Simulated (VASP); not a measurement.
# Te3O2 (P-3m1) in VASP: further runs, part 2 of 2

VASP 6.6.1. Earlier steps stand in the parts before.

## (3) Single point, PBE

This run uses another cell than the first one, of 22.70 Å³/atom.

Contents of INCAR:

```
  ALGO = Normal
  EDIFF = 1E-6
  ENCUT = 520
  GGA = PE
  ISIF = 2
  ISMEAR = 0
  LASPH = True
  LCHARG = False
  LREAL = False
  LWAVE = False
  NBANDS = 23
  NELM = 100
  PREC = Accurate
  SIGMA = 0.1
```

Contents of KPOINTS:

```
k-points
0
Gamma
  6 6 4
```

Contents of POSCAR:

```
Te3O2
1.0
    4.7325328000      0.0000000000      0.0000000000
   -2.3662664000      4.0984936300      0.0000000000
    0.0000000000      0.0000000000      5.8513692300
Te O
3 2
Direct
    0.0000000000      0.0000000000      0.0000000000
    0.3333333300      0.6666666700      0.6439374700
    0.6666666700      0.3333333300      0.3560625300
    0.3333333300      0.6666666700      0.1664214400
    0.6666666700      0.3333333300      0.8335785600
```

Potentials or basis: VASP PAW PBE potentials, release 64 (Te, O).

Run with:

```
cat potpaw_PBE.64/Te/POTCAR potpaw_PBE.64/O/POTCAR > POTCAR
mpirun -np 1 vasp_std > vasp.out
```

Wall time 3.1 min (1 thread of AMD EPYC 9755, shared host); peak memory 0.22 GiB.

It converged, with:

```yaml
Free_energy: -16.9233 eV
Pressure: -11.3 GPa
Largest_force: 0.640 eV/Å
Band_gap_on_the_k_mesh: zero (bands 15 and 16 overlap by 1.37 eV)
```

Forces on the atoms (eV/Å):
```
Te   0.000  0.000  0.000
Te   0.000  0.000 -0.525
Te   0.000  0.000  0.525
O    0.000  0.000 -0.640
O    0.000  0.000  0.640
```

Stress tensor (GPa, compression positive):
```
-11.51   0.00   0.00
  0.00 -11.51   0.00
  0.00   0.00 -10.86
```

Levels at points of the mesh, in eV from the Fermi level:
| k point | band 13 | band 14 | band 15 | band 16 | band 17 | band 18 |
| --- | --- | --- | --- | --- | --- | --- |
| (0.00, 0.00, 0.00) | -1.19 | -0.93 | -0.82 | -0.82 | 0.47 | 1.86 |
| (0.50, 0.00, 0.00) | -1.23 | -0.72 | 0.55 | 0.76 | 0.90 | 1.03 |
| (0.00, 0.00, 0.50) | -2.39 | -1.19 | -0.26 | -0.11 | -0.11 | 0.41 |
| (0.50, 0.00, 0.50) | -0.65 | -0.63 | -0.11 | 0.78 | 0.94 | 1.04 |

Caveat: the cell stands under tension; spin-orbit coupling is left out, which moves the levels of the heavy elements.

## (4) Single point, PBE

This run uses another cell than the first one, of the same volume but with other edges.

Contents of INCAR:

```
  PREC = Accurate
  ENCUT = 520
  EDIFF = 1E-6
  ISMEAR = 0
  SIGMA = 0.1
  LREAL = False
  LASPH = True
  NELM = 80
  ALGO = Fast
  ISIF = 2
  LWAVE = False
  LCHARG = True
  GGA = PE
  LELF = True
  LVHAR = True
  NBANDS = 23
```

Contents of KPOINTS:

```
regular mesh
0
Gamma
  12 12 6
```

Contents of POSCAR:

```
Te3O2
1.0
    3.9777315755      0.0000000000      0.0000000000
   -1.9888657878      3.4448165938      0.0000000000
    0.0000000000      0.0000000000      7.9329215118
Te O
3 2
Direct
    0.0000000000      0.0000000000      0.0000000000
    0.3333333333      0.6666666667      0.6359078217
    0.6666666667      0.3333333333      0.3640921783
    0.3333333333      0.6666666667      0.9057049178
    0.6666666667      0.3333333333      0.0942950822
```

Run with:

```
cat potpaw_PBE.64/Te/POTCAR potpaw_PBE.64/O/POTCAR > POTCAR
mpirun -np 1 vasp_std > vasp.out
```

Run time: 6.9 min. Hardware: 1 thread of AMD EPYC 9755, shared host; peak memory 0.33 GiB.

It converged, with:

* Free energy: -20.0131 eV
* Pressure: -0.3 GPa
* Largest force: 0.016 eV/Å
* Band gap on the k mesh: zero (bands 15 and 16 overlap by 1.12 eV)

Forces on the atoms (eV/Å):
```
Te   0.000  0.000  0.000
Te   0.000  0.000  0.016
Te   0.000  0.000 -0.016
O    0.000  0.000 -0.005
O    0.000  0.000  0.005
```

Levels at points of the mesh, in eV from the Fermi level:
```tsv
k point	band 13	band 14	band 15	band 16	band 17	band 18
(0.00, 0.00, 0.00)	-0.87	-0.87	0.50	0.58	0.58	1.86
(0.50, 0.00, 0.00)	-2.28	-2.18	-0.33	0.76	1.05	1.57
(0.00, 0.00, 0.50)	-0.98	-0.98	0.77	0.77	0.77	1.51
(0.50, 0.00, 0.50)	-1.93	-1.54	-1.19	0.56	1.73	1.79
```

Caveat: spin-orbit coupling is left out, which moves the levels of the heavy elements.

## (5) Relaxation of cell and atoms, PBE

This run uses another cell than the first one, of 22.70 Å³/atom.

Contents of INCAR:

```
ALGO = Normal
EDIFF = 1E-7
EDIFFG = -0.04
ENCUT = 600
GGA = PE
IBRION = 2
ISIF = 3
ISMEAR = 0
LASPH = T
LCHARG = F
LREAL = F
LWAVE = F
NELM = 60
NSW = 90
PREC = Accurate
SIGMA = 0.1
```

Contents of KPOINTS:

```
k-points
0
Gamma
  6 6 4
```

Contents of POSCAR:

```
Te3O2
1.0
    4.7325328000      0.0000000000      0.0000000000
   -2.3662664000      4.0984936300      0.0000000000
    0.0000000000      0.0000000000      5.8513692300
Te O
3 2
Direct
    0.0000000000      0.0000000000      0.0000000000
    0.3333333300      0.6666666700      0.6439374700
    0.6666666700      0.3333333300      0.3560625300
    0.3333333300      0.6666666700      0.1664214400
    0.6666666700      0.3333333300      0.8335785600
```

Run with:

```
cat potpaw_PBE.64/Te/POTCAR potpaw_PBE.64/O/POTCAR > POTCAR
mpirun -np 1 vasp_std > vasp.out
```

Run time: 45 min. Hardware: 1 thread of AMD EPYC 9755, shared host; peak memory 0.31 GiB.

Results (log left out):

```
Free energy                           : -19.9492 eV
Relaxed volume                        : 21.50 Å³/atom
Relaxed cell                          : a = 4.029 Å, b = 4.029 Å, c = 7.643 Å, α = 90.00°, β = 90.00°, γ = 120.00°
Space group after relaxing (to 0.1 Å) : P-3m1 (No. 164)
Pressure after relaxing               : 0.0 GPa
Largest force after relaxing          : 0.026 eV/Å
Band gap on the k mesh                : zero (bands 15 and 16 overlap by 0.89 eV)
```

Forces on the atoms (eV/Å):
```
Te   0.000  0.000  0.000
Te   0.000  0.000  0.026
Te   0.000  0.000 -0.026
O    0.000  0.000  0.013
O    0.000  0.000 -0.013
```

Stress tensor (GPa, compression positive):
```
 0.07  0.00  0.00
 0.00  0.07  0.00
 0.00  0.00 -0.11
```

Final structure:
```yaml
crystal:
  lattice:
    - [4.02947, 0.00000, 0.00000]
    - [-2.01474, 3.48963, 0.00000]
    - [0.00000, 0.00000, 7.64338]
  atoms:
    - { symbol: Te, position: [0.00000, 0.00000, 0.00000] }
    - { symbol: Te, position: [0.33333, 0.66667, 0.63828] }
    - { symbol: Te, position: [0.66667, 0.33333, 0.36172] }
    - { symbol: O, position: [0.33333, 0.66667, 0.91497] }
    - { symbol: O, position: [0.66667, 0.33333, 0.08503] }
```

Levels at points of the mesh, in eV from the Fermi level:
| k point | band 11 | band 12 | band 13 | band 14 | band 15 | band 16 | band 17 | band 18 | band 19 |
| --- | --- | --- | --- | --- | --- | --- | --- | --- | --- |
| (0.00, 0.00, 0.00) | -4.09 | -1.37 | -1.05 | -1.05 | 0.50 | 0.50 | 0.73 | 1.96 | 1.96 |
| (0.50, 0.00, 0.00) | -3.15 | -2.65 | -2.39 | -2.17 | -0.26 | 0.75 | 1.02 | 1.60 | 3.28 |
| (0.00, 0.00, 0.50) | -3.80 | -1.36 | -1.15 | -1.15 | 0.66 | 0.66 | 1.09 | 1.36 | 1.92 |
| (0.50, 0.00, 0.50) | -3.07 | -2.39 | -1.95 | -1.52 | -1.39 | 0.57 | 1.76 | 1.97 | 2.72 |

Caveat: a cell axis changed by over 15 % at a fixed basis, so the end point is rough; spin-orbit coupling is left out, which moves the levels of the heavy elements.

## (6) Relaxation of cell and atoms, PBE

Contents of INCAR:

```
  PREC = Accurate
  ENCUT = 600
  EDIFF = 1E-7
  ISMEAR = 0
  SIGMA = 0.1
  LREAL = False
  LASPH = True
  NELM = 100
  ALGO = Fast
  ISIF = 3
  LWAVE = False
  LCHARG = False
  GGA = PE
  IBRION = 2
  NSW = 100
  EDIFFG = -0.01
```

Contents of KPOINTS:

```
Automatic mesh
0
Gamma
  12 12 6
```

Contents of POSCAR:

```
Te3O2
1.0
    4.0175056322      0.0000000000      0.0000000000
   -2.0087528161      3.4792619373      0.0000000000
    0.0000000000      0.0000000000      7.7703617999
Te O
3 2
Direct
    0.0000000000      0.0000000000      0.0000000000
    0.3333333333      0.6666666667      0.6378086771
    0.6666666667      0.3333333333      0.3621913229
    0.3333333333      0.6666666667      0.9112633869
    0.6666666667      0.3333333333      0.0887366131
```

Potentials or basis: VASP PAW PBE potentials, release 64 (Te, O).

Run with:

```
cat potpaw_PBE.64/Te/POTCAR potpaw_PBE.64/O/POTCAR > POTCAR
mpirun -np 1 vasp_std > vasp.out
```

It took 36 min on 1 thread of AMD EPYC 9755, shared host; peak memory 0.39 GiB.

The run converged. Its results:

```
Free energy                           : -20.0172 eV
Relaxed volume                        : 21.62 Å³/atom
Relaxed cell                          : a = 3.969 Å, b = 3.969 Å, c = 7.923 Å, α = 90.00°, β = 90.00°, γ = 120.00°
Space group after relaxing (to 0.1 Å) : P-3m1 (No. 164)
Energy gained by relaxing             : 1.5 meV/atom
Ionic steps                           : 9
Pressure after relaxing               : 0.0 GPa
Largest force after relaxing          : 0.004 eV/Å
Band gap on the k mesh                : zero (bands 15 and 16 overlap by 1.11 eV)
```

Forces on the atoms (eV/Å):
```
Te   0.000  0.000  0.000
Te   0.000  0.000  0.004
Te   0.000  0.000 -0.004
O    0.000  0.000  0.002
O    0.000  0.000 -0.002
```

Step by step:
```tsv
step	energy change (eV)	largest force (eV/Å)	pressure (GPa)	volume (Å³)
1	0.0000	0.0381	-0.30	108.61
2	-0.0020	0.0483	0.07	107.98
3	-0.0023	0.0545	0.30	107.62
4	-0.0038	0.0966	0.12	107.81
5	-0.0042	0.1348	-0.06	107.99
6	-0.0054	0.1012	-0.06	108.04
7	-0.0071	0.0764	-0.04	108.19
8	-0.0076	0.0324	0.00	108.13
9	-0.0076	0.0042	0.03	108.08
```

Final structure:
```
Te O
1.0
     3.96893    0.00000    0.00000
    -1.98446    3.43719    0.00000
     0.00000    0.00000    7.92269
Te O
3 2
Direct
  0.00000 0.00000 0.00000
  0.33333 0.66667 0.63598
  0.66667 0.33333 0.36402
  0.33333 0.66667 0.90584
  0.66667 0.33333 0.09416
```

Levels at points of the mesh, in eV from the Fermi level:
| k point | band 11 | band 12 | band 13 | band 14 | band 15 | band 16 | band 17 | band 18 | band 19 |
| --- | --- | --- | --- | --- | --- | --- | --- | --- | --- |
| (0.00, 0.00, 0.00) | -4.03 | -1.48 | -0.87 | -0.87 | 0.49 | 0.59 | 0.59 | 1.88 | 1.88 |
| (0.50, 0.00, 0.00) | -3.31 | -2.76 | -2.29 | -2.18 | -0.33 | 0.76 | 1.05 | 1.56 | 3.28 |
| (0.00, 0.00, 0.50) | -3.88 | -1.47 | -0.97 | -0.97 | 0.76 | 0.78 | 0.78 | 1.52 | 1.79 |
| (0.50, 0.00, 0.50) | -3.18 | -2.67 | -1.93 | -1.55 | -1.19 | 0.56 | 1.73 | 1.81 | 2.72 |

Caveat: spin-orbit coupling is left out, which moves the levels of the heavy elements.

## (7) Summary

```tsv
task	cell	k mesh	cutoff (eV)	gap on the mesh (eV)	pressure (GPa)	relaxed volume (Å³/atom)	largest force (eV/Å)
single point	a = 4.018, b = 4.018, c = 7.770 Å, angles 90.0, 90.0, 120.0°, 5 atoms, atomic positions A	6 × 6 × 4	520	none	-0.3	-	0.01
single point	a = 4.733, b = 4.733, c = 5.851 Å, angles 90.0, 90.0, 120.0°, 5 atoms, atomic positions B	6 × 6 × 4	520	none	-11.3	-	0.64
single point	a = 3.978, b = 3.978, c = 7.933 Å, angles 90.0, 90.0, 120.0°, 5 atoms, atomic positions C	12 × 12 × 6	520	none	-0.3	-	0.02
relaxation of cell and atoms	relaxed from a = 4.733, b = 4.733, c = 5.851 Å, angles 90.0, 90.0, 120.0°, 5 atoms, atomic positions B	6 × 6 × 4	600	none	0.0	21.50	0.03
relaxation of cell and atoms	relaxed from a = 4.018, b = 4.018, c = 7.770 Å, angles 90.0, 90.0, 120.0°, 5 atoms, atomic positions A	12 × 12 × 6	600	none	0.0	21.62	-
```

Alike in all rows: level PBE; potentials or basis VASP PAW PBE potentials, release 64 (Te, O); no spin polarisation; smearing gaussian 0.1 eV.

Caveats: spin-orbit coupling is left out, which moves the levels of the heavy elements; the cell stands under tension (at least some runs); a cell axis changed by over 15 % at a fixed basis, so the end point is rough (at least some runs).

Total energies depend on the potentials used, so only differences within one code and one set of settings carry meaning.
